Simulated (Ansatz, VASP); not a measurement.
**Ge in VASP and in Ansatz**

The input INCAR:

```
ALGO = Normal
EDIFF = 1E-6
ENCUT = 520
ISIF = 2
ISMEAR = -1
LASPH = T
LCHARG = F
LREAL = F
LWAVE = F
NBANDS = 21
NELM = 80
PREC = Accurate
SIGMA = 0.1
```

KPOINTS

```
k-points
0
Gamma
  8 8 4
```

File POSCAR:

```
Ge
1.0
    1.4855657717     -2.5903582891      0.0000000000
    1.4855657717      2.5903582891      0.0000000000
    0.0000000000      0.0000000000      4.7197074978
Ge
2
Direct
    0.6717300000      0.2996100000      0.2112000000
    0.3264000000      0.6967000000      0.7408700000
```

Input for Ansatz:

```yaml
crystal:
  lattice:
    - [1.4855657716741635, -2.5903582891067067, 0.0]
    - [1.4855657716741635, 2.5903582891067067, 0.0]
    - [0.0, 0.0, 4.7197074978440074]
  atoms:
    - { symbol: Ge, position: [0.67173, 0.29961, 0.2112] }
    - { symbol: Ge, position: [0.3264, 0.6967, 0.74087] }
basis:
  ecutwfc: 540.0
  xc_grid: 2
kpoints:
  mp_grid:
    grid: [8, 8, 4]
hamiltonian:
  xc: lda
scf:
  convergence:
    dr2_threshold: 1.0e-09
  occupations:
    method: fermi_dirac
    width: 0.1
output:
  forces: true
  stress: true
```

Alike in both runs: task single point; functional LDA; k mesh 8 × 8 × 4; occupations fermi-dirac, width 0.1 eV; no spin polarisation.

|  | VASP | Ansatz |
| --- | --- | --- |
| version | VASP 6.6.1 | Ansatz 0.2.0 |
| potentials or method | VASP PAW LDA potentials, release 64 (Ge_d), cutoff 520 eV | plane waves, PAW |
| valence electrons in the cell | 28 | 28 |

|  | VASP | Ansatz | Ansatz less VASP |
| --- | --- | --- | --- |
| pressure (GPa) | 0.1 | 0.1 | -0.04 |
| traceless stress, the component that is largest in VASP (GPa) | 4.89 | 4.85 | -0.040 |
| rms of the force components (eV/Å) | 0.293 | 0.286 | -0.0074 |

LDA's correlation is that of Perdew and Zunger in VASP and of Perdew and Wang (1992) in Ansatz. Atom by atom the forces differ by 0.007 eV/Å (rms over components). Ansatz's warnings: stress scf threshold loose.
